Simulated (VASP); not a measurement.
Set up this calculation in VASP 6.6.1, as the native input.

```
Task                   : relaxation of cell and atoms
Functional             : LDA
Potentials or basis    : VASP PAW LDA potentials, release 64 (Al, N)
Cutoff                 : 600 eV
k mesh                 : 14 × 14 × 14
Occupations            : fermi-dirac, width 0.08 eV
Spin                   : no spin polarisation
Dipole correction      : no
Further INCAR settings : ALGO = Normal; EDIFF = 1e-06; IBRION = 2; EDIFFG = -0.002; NSW = 100; ISIF = 3
```

The structure of AlN lies in POSCAR:

```
AlN
1.0
    2.1839935596      2.1839935596      0.0000000000
   -2.1839935596      2.1839935596      0.0000000000
    0.0000000000      2.1839935596      2.1839935596
Al N
1 1
Direct
    0.0000000000      0.0000000000      0.0000000000
    0.2500000000      0.7500000000      0.5000000000
```

One way to write it, as run:

INCAR

```
  PREC = Accurate
  ENCUT = 600
  EDIFF = 1E-6
  ISMEAR = -1
  SIGMA = 0.08
  LREAL = F
  LASPH = T
  NELM = 100
  ALGO = Normal
  ISIF = 3
  LWAVE = F
  LCHARG = F
  GGA = CA
  IBRION = 2
  NSW = 100
  EDIFFG = -0.002
```

KPOINTS

```
regular mesh
0
Gamma
  14 14 14
```

Potentials or basis: VASP PAW LDA potentials, release 64 (Al, N).

The run is started by

```bash
$ cat potpaw_LDA.64/Al/POTCAR potpaw_LDA.64/N/POTCAR > POTCAR
$ mpirun -np 1 vasp_std > vasp.out
```

Results of the run:

```json
{"Relaxed volume": "10.26 Å³/atom", "Relaxed cell": "a = 3.073 Å, b = 3.073 Å, c = 3.073 Å, α = 60.00°, β = 60.00°, γ = 90.00°", "Space group after relaxing (to 0.05 Å)": "F-43m (No. 216)", "Energy gained by relaxing": "1.5 meV/atom", "Ionic steps": "3", "Pressure after relaxing": "0.0 GPa", "Band gap on the k mesh": "3.23 eV, indirect (least direct gap 4.37 eV)"}
```

Run time: 35 s on 1 thread of Intel(R) Xeon(R) Platinum 8259CL CPU @ 2.50GHz (Skylake/Cascade Lake), with other jobs on the host, peak memory 0.15 GiB.
